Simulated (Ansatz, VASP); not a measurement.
CO2: VASP beside Ansatz

```
CELL_PARAMETERS angstrom
6.02469 0.00000 0.00000
0.00000 6.02469 0.00000
0.00000 0.00000 5.34029
ATOMIC_POSITIONS crystal
C 0.00000 0.00000 0.00000
C 0.50000 0.00000 0.50000
C 0.50000 0.50000 0.00000
C 0.00000 0.50000 0.50000
O 0.11148 0.11148 0.11148
O 0.38852 0.88852 0.61148
O 0.61148 0.38852 0.88852
O 0.88852 0.61148 0.38852
O 0.88852 0.88852 0.88852
O 0.61148 0.11148 0.38852
O 0.38852 0.61148 0.11148
O 0.11148 0.38852 0.61148
```

Alike in both runs: task single point; functional PBE; k mesh 4 × 4 × 4; occupations gaussian, width 0.05 eV; no spin polarisation.

|  | VASP | Ansatz |
| --- | --- | --- |
| version | VASP 6.6.1 | Ansatz 0.2.0 |
| potentials or method | VASP PAW PBE potentials, release 64 (C, O), cutoff 520 eV | scalar-relativistic, plane waves, PAW |
| valence electrons in the cell | 64 | 64 |

```csv
,VASP,Ansatz,Ansatz less VASP
gap on the k mesh at the Fermi level (eV),6.96,6.98,+0.011
least direct gap on the mesh (eV),6.96,6.98,+0.011
pressure (GPa),16.8,14.9,-1.95
"traceless stress, the component that is largest in VASP (GPa)",-2.12,-1.79,+0.332
rms of the force components (eV/Å),3.175,2.744,-0.4310
```

Atom by atom the forces differ by 0.431 eV/Å (rms over components).

Noted on VASP's run: the standard files for N, O and F lose accuracy on very short bonds.
